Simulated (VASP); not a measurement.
Runs of VASP 6.6.1 on SnS4. The structure is that of space group P-43m (No. 215), or close to it. The cells are those of the table. 

```tsv
task	cell	k mesh	cutoff (eV)	gap on the mesh (eV)	pressure (GPa)	relaxed volume (Å³/atom)	largest force (eV/Å)
single point	a = 5.114 Å, 5 atoms	4 × 4 × 4	520	none	8.9	-	-
single point	a = 4.839 Å, 5 atoms	4 × 4 × 4	520	none	(a)	-	0.02
single point	a = 4.825 Å, 5 atoms	8 × 8 × 8	520	none	-0.1	-	0.01
relaxation of cell and atoms	relaxed from a = 5.114 Å, 5 atoms	4 × 4 × 4	600	none	0.1	22.48	-
relaxation of cell and atoms	relaxed from a = 4.839 Å, 5 atoms	8 × 8 × 8	600	none	0.0	22.48	0.01
```

Alike in all rows: level PBE; potentials or basis VASP PAW PBE potentials, release 64 (Sn_d, S); no spin polarisation; smearing gaussian 0.1 eV.

Problem. Estimate the missing entries.

Solution. (a) -0.5.

Caveats: spin-orbit coupling is left out, which moves the levels of the heavy elements; the volume moved by over 15 % at a fixed basis, so the end points are rough (some runs).

A k mesh can miss the band edges, and the runs leave out spin-orbit coupling on Sn.

A gap of «none» marks levels without a gap at the run's occupations.
